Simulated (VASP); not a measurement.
# PtSe2 in VASP: further runs, part 2 of 2

VASP 6.6.1. The steps go on from the part before.

## (3) Single point, LDA

File INCAR:

```
SYSTEM = PtSe2
  PREC = Accurate
  ENCUT = 520
  EDIFF = 1E-6
  ISMEAR = 0
  SIGMA = 0.01
  LREAL = .FALSE.
  LASPH = .TRUE.
  NELM = 80
  ALGO = Normal
  ISIF = 2
  LWAVE = .FALSE.
  LCHARG = .FALSE.
  LDIPOL = .TRUE.
  IDIPOL = 3
  DIPOL = 0.5 0.5 0.355
  GGA = CA
  NBANDS = 18
```

File KPOINTS:

```
regular mesh
0
G
  12 12 1
  0 0 0
```

File POSCAR:

```
PtSe2
1.0
    3.7300000000      0.0000000000      0.0000000000
   -1.8650000000      3.2302747561      0.0000000000
    0.0000000000      0.0000000000     29.0400000032
Se Pt
2 1
Direct
    0.6666666667      0.3333333333      0.3096390682
    0.3333333333      0.6666666667      0.4004160281
    0.0000000000      0.0000000000      0.3550275482
```

Potentials or basis: VASP PAW LDA potentials, release 64 (Se, Pt).

The run is started by

```
> cat potpaw_LDA.64/Se/POTCAR potpaw_LDA.64/Pt/POTCAR > POTCAR
> mpirun -np 1 vasp_std > vasp.out
```

OUTCAR:

```text
SYSTEM = PtSe2
   PREC = Accurate
   ENCUT = 520
   EDIFF = 1E-6
   ISMEAR = 0
   LREAL = .FALSE.
   LASPH = .TRUE.
   NELM = 80
   ISIF = 2
   GGA = CA

 ion  position               nearest neighbor table
   1  0.667  0.333  0.310-   3 2.52   3 2.52   3 2.52
   2  0.333  0.667  0.400-   3 2.52   3 2.52   3 2.52
   3  0.000  0.000  0.355-   2 2.52   2 2.52   2 2.52   1 2.52   1 2.52   1 2.52

  LATTYP: Found a hexagonal cell.
 ALAT       =     3.7300000000
 C/A-ratio  =     7.7855227891

  Lattice vectors:

 A1 = (   3.7300000000,   0.0000000000,   0.0000000000)
 A2 = (  -1.8650000000,   3.2302747561,   0.0000000000)
 A3 = (   0.0000000000,   0.0000000000,  29.0400000032)

Analysis of symmetry for initial positions (statically):
=====================================================================
 Subroutine PRICEL returns:
 Original cell was already a primitive cell.

 Routine SETGRP: Setting up the symmetry group for a
 hexagonal supercell.

 Subroutine GETGRP returns: Found 12 space group operations
 (whereof  6 operations were pure point group operations)
 out of a pool of 24 trial point group operations.

The static configuration has the point symmetry C_3v.
 The point group associated with its full space group is D_3d.

Analysis of symmetry for dynamics (positions and initial velocities):
=====================================================================
 Subroutine PRICEL returns:
 Original cell was already a primitive cell.

 Routine SETGRP: Setting up the symmetry group for a
 hexagonal supercell.

 Subroutine GETGRP returns: Found 12 space group operations
 (whereof  6 operations were pure point group operations)
 out of a pool of 24 trial point group operations.

The dynamic configuration has the point symmetry C_3v.
 The point group associated with its full space group is D_3d.

 Subroutine INISYM returns: Found 12 space group operations
 (whereof  6 operations are pure point group operations),
[... 116 lines left out ...]
   LORBIT       =      0    0 simple, 1 ext, 2 COOP (PROOUT), +10 PAW based schemes
   GGA     = CA    functional components
   LHFCALC =     F    Hartree Fock is set to
   AEXX    =    0.0000 exact exchange contribution
   IVDW    =     0    specifies the selected vdW correction
   LEPSILON=     F    determine dielectric tensor
   LRPA    =     F    only Hartree local field effects (RPA)
 non-spin polarized calculation
 Gauss-broadening in eV      SIGMA  =   0.01
  energy-cutoff  :      520.00
  volume of cell :      349.90
 maximum number of plane-waves:      9457
 NGX is ok and might be reduce to    28
   NGX = 13   NGY = 13   NGZ =107

 dipolmoment           0.000000      0.000000     -0.000002 electrons x Angstroem

 number of electron      21.9999998 magnetization

 dipolmoment           0.000000      0.000000      0.000003 electrons x Angstroem

 Free energy of the ion-electron system (eV)
  ---------------------------------------------------
  ext. energy  EPLUGINS =         0.00000000
  ---------------------------------------------------
  free energy    TOTEN  =       -16.75829838 eV

  energy without entropy =      -16.75829838  energy(sigma->0) =      -16.75829838

 E-fermi :  -3.8799     XC(G=0):  -2.3989

 val. band max:       -3.9632750633   @ k =   0.0833   0.0000   0.0000
 cond. band min:      -2.6579905337   @ k =   0.2500   0.0000   0.0000
 fundamental gap:      1.3052845296
 Fermi energy:        -3.8798607704

 k-point     1 :       0.0000    0.0000    0.0000
  band No.  band energies     occupation
      1     -17.9448      2.00000
      2     -16.1913      2.00000
      3      -9.0290      2.00000
      4      -9.0290      2.00000
      5      -9.0156      2.00000
      6      -6.7824      2.00000
[... 376 lines left out ...]
      5      -8.8131      2.00000
      6      -7.3950      2.00000
[... 10 lines left out ...]
     17       4.7444      0.00000
     18       4.9323      0.00000

------------------------ aborting loop because EDIFF is reached ----------------------------------------

 vacuum level on the upper side and lower side of the slab       (xc-potential included)        -0.007        -0.007

  FORCE on cell =-STRESS in cart. coord.  units (eV):
  Direction    XX          YY          ZZ          XY          YZ          ZX
  --------------------------------------------------------------------------------------
  -------------------------------------------------------------------------------------
  Total       -2.4217367     -2.4217367     -1.7502609      0.0000000      0.0000000      0.0000000
  in kB      -11.0890055    -11.0890055     -8.0143531      0.0000000      0.0000000      0.0000000
  external PRESSURE =     -10.0641214 kB  Pullay stress =       0.0000000 kB

 VOLUME and BASIS-vectors are now :
 -----------------------------------------------------------------------------
  energy-cutoff  :      520.00
  volume of cell :      349.90
      direct lattice vectors                 reciprocal lattice vectors
     3.730000000  0.000000000  0.000000000     0.268096515  0.154785595  0.000000000
    -1.865000000  3.230274756  0.000000000     0.000000000  0.309571190  0.000000000
     0.000000000  0.000000000 29.040000003     0.000000000  0.000000000  0.034435262

 POSITION                                       TOTAL-FORCE (eV/Angst)
 -----------------------------------------------------------------------------------
      1.86500      1.07676      8.99192         0.000000     -0.000000      0.658859
     -0.00000      2.15352     11.62808        -0.000000      0.000000     -0.658859
      0.00000      0.00000     10.31000         0.000000      0.000000     -0.000000
 -----------------------------------------------------------------------------------
    total drift:                               -0.000000     -0.000000      0.000074

  FREE ENERGIE OF THE ION-ELECTRON SYSTEM (eV)
  ---------------------------------------------------
  free  energy   TOTEN  =       -16.7582983792 eV

  energy  without entropy=      -16.7582983792  energy(sigma->0) =      -16.75829838

 vacuum level on the upper side and lower side of the slab         1.966         1.966
```

OSZICAR:

```text
N       E                     dE             d eps       ncg     rms          rms(c)
DAV:   1     0.171494440118E+03    0.17149E+03   -0.68511E+03   684   0.859E+02
DAV:   2     0.288744152849E+01   -0.16861E+03   -0.15809E+03  1056   0.155E+02
DAV:   3    -0.172906557179E+02   -0.20178E+02   -0.19887E+02   872   0.662E+01
[... 14 lines left out ...]
DAV:  18    -0.167582870209E+02   -0.93526E-05   -0.78308E-06   866   0.128E-02    0.584E-03
DAV:  19    -0.167582919076E+02   -0.48867E-05   -0.24649E-07   724   0.270E-03    0.396E-03
DAV:  20    -0.167582950682E+02   -0.31606E-05   -0.53773E-07   674   0.339E-03    0.107E-03
DAV:  21    -0.167582977571E+02   -0.26889E-05   -0.89337E-08   714   0.166E-03    0.342E-04
DAV:  22    -0.167582983792E+02   -0.62217E-06   -0.18427E-08   738   0.624E-04
   1 F= -.16758298E+02 E0= -.16758298E+02  d E =-.142392E-33
```

stdout:

```text
POSCAR found type information on POSCAR SePt
 POSCAR found :  2 types and       3 ions
 scaLAPACK will be used
 LDA part: xc-table for (Slater(with rela. corr.)+CA(PZ))
 , standard interpolation
 POSCAR, INCAR and KPOINTS ok, starting setup
 FFT: planning ... GRIDC
 FFT: planning ... GRID_SOFT
 FFT: planning ... GRID
 WAVECAR not read
 entering main loop
```

Wall time 5.1 min (1 thread of Intel Xeon 8259CL, shared host); peak memory 0.39 GiB.

Results:

```yaml
Free_energy: -16.7583 eV
Largest_force: 0.659 eV/Å
Band_gap_on_the_k_mesh: 1.31 eV (least direct gap 1.55 eV)
```

Forces in eV/Å, atoms in the order of the input:
```
Se   0.000  0.000  0.659
Se   0.000  0.000 -0.659
Pt   0.000  0.000  0.000
```

Caveat: spin-orbit coupling is left out, which moves the levels of the heavy elements.

## (4) Single point, PBE

File INCAR:

```
PREC = Accurate
ENCUT = 520
EDIFF = 1E-6
ISMEAR = 0
SIGMA = 0.01
LREAL = False
LASPH = True
NELM = 60
ALGO = Normal
ISIF = 2
LWAVE = False
LCHARG = True
LDIPOL = True
IDIPOL = 3
DIPOL = 0.5 0.5 0.355
GGA = PE
LELF = True
LVHAR = True
LVACPOTAV = True
NBANDS = 18
```

File KPOINTS:

```
Automatic mesh
0
Gamma
  12 12 1
```

POSCAR is that of step 3.

Potentials or basis: VASP PAW PBE potentials, release 64 (Se, Pt).

The run is started by

```
> cat potpaw_PBE.64/Se/POTCAR potpaw_PBE.64/Pt/POTCAR > POTCAR
> mpirun -np 1 vasp_std > vasp.out
```

It took 4.7 min on 1 thread of Intel Xeon 8259CL, shared host; peak memory 0.49 GiB.

Results (log left out):

```
Free energy            : -14.2950 eV
Band gap on the k mesh : 1.38 eV (least direct gap 1.62 eV)
```

Levels at points of the mesh, in eV from the valence-band top:
| k point | band 9 | band 10 | band 11 | band 12 | band 13 | band 14 |
| --- | --- | --- | --- | --- | --- | --- |
| (0.00, 0.00, 0.00) | -0.61 | 0.00 | 0.00 | 2.94 | 2.94 | 4.51 |
| (0.50, 0.00, 0.00) | -1.93 | -1.79 | -1.40 | 2.38 | 2.69 | 4.68 |

Caveat: spin-orbit coupling is left out, which moves the levels of the heavy elements.
